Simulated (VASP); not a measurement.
# LuZr2Ge2 in VASP: single point with PBE

Aim: the single point of LuZr2Ge2 with PBE.

Everything below comes from runs of VASP 6.6.1. Logs are shortened: lines on timing, memory, paths and dates and some standing lists are left out, and cuts for length are marked.

### 1 The cell of the first run

The typed cell holds 5 atoms: a = 4.246 Å, b = 4.246 Å, c = 6.752 Å, α = 90.00°, β = 90.00°, γ = 120.00°.

### 2 Single point, PBE

Contents of INCAR:

```
PREC = Accurate
ENCUT = 520
EDIFF = 1E-6
ISMEAR = -1
SIGMA = 0.1
LREAL = False
LASPH = True
NELM = 100
ALGO = Normal
ISIF = 2
LWAVE = False
LCHARG = False
GGA = PE
NBANDS = 46
```

Contents of KPOINTS:

```
regular mesh
0
Gamma
  9 9 5
```

Contents of POSCAR:

```
LuZr2Ge2
1.0
    4.2459370000      0.0000000000      0.0000000000
   -2.1229680000      3.6770940000      0.0000000000
    0.0000000000      0.0000000000      6.7516520000
Zr Lu Ge
2 1 2
Direct
    0.3333000000      0.6667000000      0.6415000000
    0.6667000000      0.3333000000      0.3585000000
    0.0000000000      0.0000000000      0.0000000000
    0.3333000000      0.6667000000      0.2513700000
    0.6667000000      0.3333000000      0.7486300000
```

Potentials or basis: VASP PAW PBE potentials, release 64 (Zr_sv, Lu, Ge_d).

Launch:

```console
cat potpaw_PBE.64/Zr_sv/POTCAR potpaw_PBE.64/Lu/POTCAR potpaw_PBE.64/Ge_d/POTCAR > POTCAR
mpirun -np 1 vasp_std > vasp.out
```

OUTCAR:

```text
PREC = Accurate
   ENCUT = 520
   EDIFF = 1E-6
   ISMEAR = -1
   LREAL = False
   LASPH = True
   NELM = 100
   ISIF = 2
   GGA = PE

 ion  position               nearest neighbor table
   1  0.333  0.667  0.642-   5 2.56   5 2.56   5 2.56   4 2.63   2 3.11   2 3.11   2 3.11   3 3.44
                             3 3.45   3 3.45
   2  0.667  0.333  0.358-   4 2.56   4 2.56   4 2.56   5 2.63   1 3.11   1 3.11   1 3.11   3 3.44
                             3 3.45   3 3.45
   3  0.000  0.000  0.000-   4 2.98   5 2.98   5 2.98   4 2.98   5 2.98   4 2.98   1 3.44   2 3.44
                             1 3.45   2 3.45   2 3.45   1 3.45
   4  0.333  0.667  0.251-   2 2.56   2 2.56   2 2.56   1 2.63   3 2.98   3 2.98   3 2.98
   5  0.667  0.333  0.749-   1 2.56   1 2.56   1 2.56   2 2.63   3 2.98   3 2.98   3 2.98

  LATTYP: Found a hexagonal cell.
 ALAT       =     4.2459370000
 C/A-ratio  =     1.5901441778

  Lattice vectors:

 A1 = (   4.2459370000,   0.0000000000,   0.0000000000)
 A2 = (  -2.1229680000,   3.6770940000,   0.0000000000)
 A3 = (   0.0000000000,   0.0000000000,   6.7516520000)

Analysis of symmetry for initial positions (statically):
=====================================================================
 Subroutine PRICEL returns:
 Original cell was already a primitive cell.

 Routine SETGRP: Setting up the symmetry group for a
 hexagonal supercell.

 Subroutine GETGRP returns: Found  4 space group operations
 (whereof  4 operations were pure point group operations)
 out of a pool of 24 trial point group operations.

The static configuration has the point symmetry C_2h.

Analysis of symmetry for dynamics (positions and initial velocities):
=====================================================================
 Subroutine PRICEL returns:
 Original cell was already a primitive cell.

 Routine SETGRP: Setting up the symmetry group for a
 hexagonal supercell.

 Subroutine GETGRP returns: Found  4 space group operations
 (whereof  4 operations were pure point group operations)
 out of a pool of 24 trial point group operations.

The dynamic configuration has the point symmetry C_2h.

 Subroutine INISYM returns: Found  4 space group operations
 (whereof  4 operations are pure point group operations),
 and found     1 'primitive' translations

----------------------------------------------------------------------------------------

                                     Primitive cell

  volume of cell :     105.4116

  direct lattice vectors                    reciprocal lattice vectors
     4.245937000  0.000000000  0.000000000     0.235519274  0.135976911  0.000000000
    -2.122968000  3.677094000  0.000000000     0.000000000  0.271953885  0.000000000
     0.000000000  0.000000000  6.751652000     0.000000000  0.000000000  0.148111899

  length of vectors
     4.245937000  4.245940816  6.751652000     0.271954130  0.271953885  0.148111899

  position of ions in fractional coordinates (direct lattice)
     0.333300000  0.666700000  0.641500000
     0.666700000  0.333300000  0.358500000
     0.000000000  0.000000000  0.000000000
     0.333300000  0.666700000  0.251370000
     0.666700000  0.333300000  0.748630000

  ion indices of the primitive-cell ions
   primitive index   ion index
                 1           1
                 2           2
                 3           3
                 4           4
                 5           5

----------------------------------------------------------------------------------------

 KPOINTS: regular mesh

Automatic generation of k-mesh.
 Grid dimensions read from file:
 generate k-points for:    9    9    5

 Generating k-lattice:

  Cartesian coordinates                     Fractional coordinates (reciprocal lattice)
     0.026168808  0.015108546  0.000000000     0.111111111  0.000000000  0.000000000
     0.000000000  0.030217098  0.000000000     0.000000000  0.111111111  0.000000000
     0.000000000  0.000000000  0.029622380     0.000000000  0.000000000  0.200000000

  Length of vectors
     0.030217126  0.030217098  0.029622380

  Shift w.r.t. Gamma in fractional coordinates (k-lattice)
     0.000000000  0.000000000  0.000000000

 Subroutine IBZKPT returns following result:
 ===========================================

 Found    115 irreducible k-points:

 Following reciprocal coordinates:
            Coordinates               Weight
  0.000000  0.000000  0.000000      1.000000
  0.111111  0.000000  0.000000      4.000000
 -0.111111  0.111111  0.000000      2.000000
  0.222222 -0.000000  0.000000      4.000000
 -0.222222  0.222222  0.000000      2.000000
  0.333333 -0.000000  0.000000      4.000000
[... 16 lines left out ...]
 -0.222222 -0.444444  0.000000      4.000000
  0.444444  0.333333  0.000000      4.000000
 [... further k-points ...]
   k-points           NKPTS =    115   k-points in BZ     NKDIM =    115   number of bands    NBANDS=     46
   number of dos      NEDOS =    301   number of ions     NIONS =      5
   total plane-waves  NPLWV =  51200
   dimension x,y,z NGX =    32 NGY =   32 NGZ =   50
   dimension x,y,z NGXF=    64 NGYF=   64 NGZF=  100
   ions per type =               2   1   2
   NGX,Y,Z   is equivalent  to a cutoff of  12.53, 12.53, 12.31 a.u.
   NGXF,Y,Z  is equivalent  to a cutoff of  25.06, 25.06, 24.62 a.u.
 SYSTEM =  unknown system
   PREC   = accura    normal or accurate (medium, high low for compatibility)
   ISTART =      0    job   : 0-new  1-cont  2-samecut
   ICHARG =      2    charge: 1-file 2-atom 10-const
   ISPIN  =      1    spin polarized calculation?
   LNONCOLLINEAR =      F non collinear calculations
   LSORBIT =      F    spin-orbit coupling
   LASPH  =      T    aspherical Exc in radial PAW
   ENCUT  =  520.0 eV  38.22 Ry    6.18 a.u.   7.89  7.89 12.55*2*pi/ulx,y,z
   NELM   =    100;   NELMIN=  2; NELMDL= -5     # of ELM steps
   EDIFF  = 0.1E-05   stopping-criterion for ELM
   LREAL  =      F    real-space projection
   EDIFFG = 0.1E-04   stopping-criterion for IOM
   NSW    =      0    number of steps for IOM
   IBRION =     -1    ionic relax: 0-MD 1-quasi-New 2-CG
   NFREE  =      0    steps in history (QN), initial steepest desc. (CG)
   ISIF   =      2    stress and relaxation
   ISYM   =      2    0-nonsym 1-usesym 2-fastsym
   POTIM  = 0.5000    time-step for ionic-motion
   TEBEG  =    0.0;   TEEND  =   0.0 temperature during run
   PSTRESS=    0.0 pullay stress
   NELECT =      77.0000    total number of electrons
   NUPDOWN=      -1.0000    fix difference up-down
   EMIN   =  10.00;   EMAX   =-10.00  energy-range for DOS
   EFERMI =   0.00;   METHOD = LEGACY
   ISMEAR =    -1;   SIGMA  =   0.10  broadening in eV -4-tet -1-fermi 0-gaus
   EFERMI_NEDOS =   21; number of points for ismear=-14 and -15
   IALGO  =     38    algorithm
   IMIX   =      4    mixing-type and parameters
     AMIX     =   0.40;   BMIX     =  1.00
     AMIX_MAG =   1.60;   BMIX_MAG =  1.00
  volume/ion in A,a.u.               =      21.08       142.27
  Fermi-wavevector in a.u.,A,eV,Ry     =   1.474378  2.786171 29.576232  2.173792
  Thomas-Fermi vector in A             =   2.589157
   LORBIT       =      0    0 simple, 1 ext, 2 COOP (PROOUT), +10 PAW based schemes
   GGA     = PE    functional components
   LHFCALC =     F    Hartree Fock is set to
   AEXX    =    0.0000 exact exchange contribution
   IVDW    =     0    specifies the selected vdW correction
   LEPSILON=     F    determine dielectric tensor
   LRPA    =     F    only Hartree local field effects (RPA)
 non-spin polarized calculation
  energy-cutoff  :      520.00
  volume of cell :      105.41
 maximum number of plane-waves:      2862
   NGX = 15   NGY = 15   NGZ = 25

 number of electron      76.9999997 magnetization

 Free energy of the ion-electron system (eV)
  ---------------------------------------------------
  ext. energy  EPLUGINS =         0.00000000
  ---------------------------------------------------
  free energy    TOTEN  =       -32.07665667 eV

  energy without entropy =      -31.92641520  energy(sigma->0) =      -32.00153594

 E-fermi :   6.7249     XC(G=0): -11.2280

 val. band max:        6.7245707819   @ k =  -0.2222   0.2222   0.4000
 cond. band min:       6.7348490097   @ k =   0.3333  -0.2222   0.2000
 fundamental gap:      0.0102782278
 Fermi energy:         6.7248959995

 k-point     1 :       0.0000    0.0000    0.0000
  band No.  band energies     occupation
      1     -49.3023      2.00000
      2     -41.6986      2.00000
      3     -41.5916      2.00000
      4     -20.0276      2.00000
      5     -19.9854      2.00000
      6     -19.9854      2.00000
[... 38 lines left out ...]
     45       9.9962      0.00000
     46      10.3836      0.00000

 k-point     2 :       0.1111    0.0000    0.0000
  band No.  band energies     occupation
      1     -49.3022      2.00000
      2     -41.6955      2.00000
      3     -41.5941      2.00000
      4     -20.0691      2.00000
      5     -20.0232      2.00000
      6     -20.0076      2.00000
[... 38 lines left out ...]
     45      10.1795      0.00000
     46      10.2546      0.00000

 k-point     3 :      -0.1111    0.1111    0.0000
  band No.  band energies     occupation
      1     -49.3022      2.00000
      2     -41.6955      2.00000
      3     -41.5941      2.00000
      4     -20.0690      2.00000
      5     -20.0232      2.00000
      6     -20.0078      2.00000
[... 38 lines left out ...]
     45      10.1836      0.00000
     46      10.2602      0.00000

 k-point     4 :       0.2222   -0.0000    0.0000
  band No.  band energies     occupation
      1     -49.3019      2.00000
      2     -41.6866      2.00000
      3     -41.6014      2.00000
      4     -20.1114      2.00000
      5     -20.0615      2.00000
      6     -20.0328      2.00000
[... 920 lines left out ...]
     45       9.5031      0.00000
     46       9.8200      0.00000

 k-point    23 :      -0.2222   -0.4444    0.0000
  band No.  band energies     occupation
      1     -49.3013      2.00000
      2     -41.6544      2.00000
      3     -41.6300      2.00000
      4     -20.0846      2.00000
      5     -20.0751      2.00000
      6     -20.0458      2.00000
[... 38 lines left out ...]
     45       9.5036      0.00000
     46       9.8191      0.00000

 k-point    24 :       0.4444    0.3333    0.0000
  band No.  band energies     occupation
      1     -49.3013      2.00000
      2     -41.6545      2.00000
      3     -41.6300      2.00000
      4     -20.0845      2.00000
      5     -20.0750      2.00000
      6     -20.0459      2.00000
[... 38 lines left out ...]
     45       9.5040      0.00000
     46       9.8195      0.00000

 [... further k-points ...]

------------------------ aborting loop because EDIFF is reached ----------------------------------------

  FORCE on cell =-STRESS in cart. coord.  units (eV):
  Direction    XX          YY          ZZ          XY          YZ          ZX
  --------------------------------------------------------------------------------------
  -------------------------------------------------------------------------------------
  Total        9.4604554      9.4742565     10.2101359      0.0119325      0.0033158     -0.0057431
  in kB      143.7918589    144.0016259    155.1864428      0.1813649      0.0503980     -0.0872906
  external PRESSURE =     147.6599758 kB  Pullay stress =       0.0000000 kB

 VOLUME and BASIS-vectors are now :
 -----------------------------------------------------------------------------
  energy-cutoff  :      520.00
  volume of cell :      105.41
      direct lattice vectors                 reciprocal lattice vectors
     4.245937000  0.000000000  0.000000000     0.235519274  0.135976911  0.000000000
    -2.122968000  3.677094000  0.000000000     0.000000000  0.271953885  0.000000000
     0.000000000  0.000000000  6.751652000     0.000000000  0.000000000  0.148111899

 POSITION                                       TOTAL-FORCE (eV/Angst)
 -----------------------------------------------------------------------------------
     -0.00021      2.45152      4.33118         0.005381     -0.003107      0.546857
      2.12318      1.22558      2.42047        -0.005381      0.003107     -0.546857
      0.00000      0.00000      0.00000        -0.000000      0.000000      0.000000
     -0.00021      2.45152      1.69716         0.005159     -0.002979     -2.565300
      2.12318      1.22558      5.05449        -0.005159      0.002979      2.565300
 -----------------------------------------------------------------------------------
    total drift:                               -0.000000      0.000000     -0.000000

  FREE ENERGIE OF THE ION-ELECTRON SYSTEM (eV)
  ---------------------------------------------------
  free  energy   TOTEN  =       -32.0766566685 eV

  energy  without entropy=      -31.9264152046  energy(sigma->0) =      -32.00153594
```

It took 9.5 min on 1 thread of Intel Xeon 8259CL, shared host; peak memory 0.62 GiB.

Results:

| Property | Result |
| --- | --- |
| Free energy | -32.0767 eV |
| Pressure | 14.8 GPa |
| Largest force | 2.565 eV/Å |
| Band gap on the k mesh | zero (an odd number of electrons rules out a gap without spin polarisation) |

Forces in eV/Å, atoms in the order of the input:
```
Zr   0.005 -0.003  0.547
Zr  -0.005  0.003 -0.547
Lu   0.000  0.000  0.000
Ge   0.005 -0.003 -2.565
Ge  -0.005  0.003  2.565
```

Stress tensor (GPa, compression positive):
```
14.38  0.02 -0.01
 0.02 14.40  0.01
-0.01  0.01 15.52
```

Levels at points of the mesh, in eV from the Fermi level:
```
           k point  band 37  band 38  band 39  band 40  band 41  band 42
(0.00, 0.00, 0.00)    -1.41    -0.45    -0.45     1.58     2.73     2.73
```

Caveat: the cell stands under pressure; spin-orbit coupling is left out, which moves the levels of the heavy elements; forces of over 1 eV/Å act on the atoms, so gaps and moduli don't describe the material at rest.
